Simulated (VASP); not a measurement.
A run of VASP 6.6.1 is set up as follows.

The input POSCAR:

```
RbBr
1.0
    0.0000000000      3.4039993070      3.4039993070
    3.4039993070      0.0000000000      3.4039993070
    3.4039993070      3.4039993070      0.0000000000
Rb Br
1 1
Direct
    0.0000000000      0.0000000000      0.0000000000
    0.5000000000      0.5000000000      0.5000000000
```

Contents of INCAR.step1:

```
ALGO = Normal
EDIFF = 1E-5
ENCUT = 520
GGA = PE
ISIF = 2
ISMEAR = -1
LASPH = True
LCHARG = False
LREAL = False
LWAVE = True
NBANDS = 15
NELM = 100
PREC = Accurate
SIGMA = 0.05
```

The input INCAR.step2:

```
ALGO = Normal
EDIFF = 1E-6
ENCUT = 520
GGA = PE
HFSCREEN = 0.2079
ISIF = 2
ISMEAR = -1
ISTART = 1
LASPH = True
LCHARG = False
LHFCALC = True
LREAL = False
LWAVE = False
NBANDS = 15
NELM = 100
PREC = Accurate
PRECFOCK = Normal
SIGMA = 0.05
```

File KPOINTS:

```
k-points
0
Gamma
  4 4 4
```

Potentials or basis: VASP PAW PBE potentials, release 64 (Rb_sv, Br).

Run with:

```console
$ cat potpaw_PBE.64/Rb_sv/POTCAR potpaw_PBE.64/Br/POTCAR > POTCAR
$ cp INCAR.step1 INCAR
$ mpirun -np 1 vasp_std > vasp.out
$ cp INCAR.step2 INCAR
$ mpirun -np 1 vasp_std > vasp.out
```

Estimate the pressure.

1.1 GPa.

What does it give for the band gap on the k mesh?

5.58 eV.

Caveat: the PAW data sets were made with another functional, which shifts forces and pressure a little.
